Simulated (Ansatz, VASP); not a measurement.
# Two plane-wave programs on BP

```xyz
2
Lattice="0.0000 2.3281 2.3281 2.3281 0.0000 2.3281 2.3281 2.3281 0.0000" Properties=species:S:1:pos:R:3 pbc="T T T"
B     0.0000    0.0000    0.0000
P     3.4921    3.4921    3.4921
```

Alike in both runs: task single point; functional BLYP; k mesh 8 × 8 × 8; occupations gaussian, width 0.05 eV; no spin polarisation.

|  | VASP | Ansatz |
| --- | --- | --- |
| version | VASP 6.6.1 | Ansatz 0.2.0 |
| potentials or method | VASP PAW PBE potentials, release 64 (B, P), cutoff 520 eV | scalar-relativistic, plane waves, PAW |
| valence electrons in the cell | 8 | 8 |

Ansatz gave:

- gap on the k mesh at the Fermi level (eV): 1.61
- least direct gap on the mesh (eV): 3.44
- pressure (GPa): -5.4

Task: What did VASP give for the same quantities?

Result: gap on the k mesh at the Fermi level (eV): 1.63; least direct gap on the mesh (eV): 3.47; pressure (GPa): -5.5.

VASP's potentials were made for PBE, not for BLYP.
